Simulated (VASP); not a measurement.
A run of VASP 6.6.1 is set up as follows.

The input INCAR:

```
ALGO     = Normal         # electronic algorithm
EDIFF    = 1E-6           # SCF threshold, eV
ENCUT    = 520            # plane-wave cutoff, eV
GGA      = PE             # functional
ISIF     = 2              # what is computed and relaxed
ISMEAR   = -1             # smearing method
LASPH    = True           # aspherical terms in the spheres
LCHARG   = False          # write CHGCAR
LREAL    = False          # projectors in reciprocal space
LWAVE    = False          # write WAVECAR
NBANDS   = 15             # bands
NELM     = 100            # most SCF steps
PREC     = Accurate       # precision mode
SIGMA    = 0.05           # smearing width, eV
```

KPOINTS

```
k-points
0
Gamma
  4 4 4
```

Contents of POSCAR:

```
BaTe
1.0
    0.0000000000      3.5323793130      3.5323793130
    3.5323793130      0.0000000000      3.5323793130
    3.5323793130      3.5323793130      0.0000000000
Ba Te
1 1
Direct
    0.0000000000      0.0000000000      0.0000000000
    0.5000000000      0.5000000000      0.5000000000
```

Potentials or basis: VASP PAW PBE potentials, release 64 (Ba_sv, Te).

Run with:

```console
$ cat potpaw_PBE.64/Ba_sv/POTCAR potpaw_PBE.64/Te/POTCAR > POTCAR
$ mpirun -np 1 vasp_std > vasp.out
```

(1) What does it give for the band gap on the k mesh?

(2) Estimate the pressure.

## Answers

(1) 1.57 eV (least direct gap 1.95 eV).

(2) 0.4 GPa.

Caveat: spin-orbit coupling is left out, which moves the levels of the heavy elements.
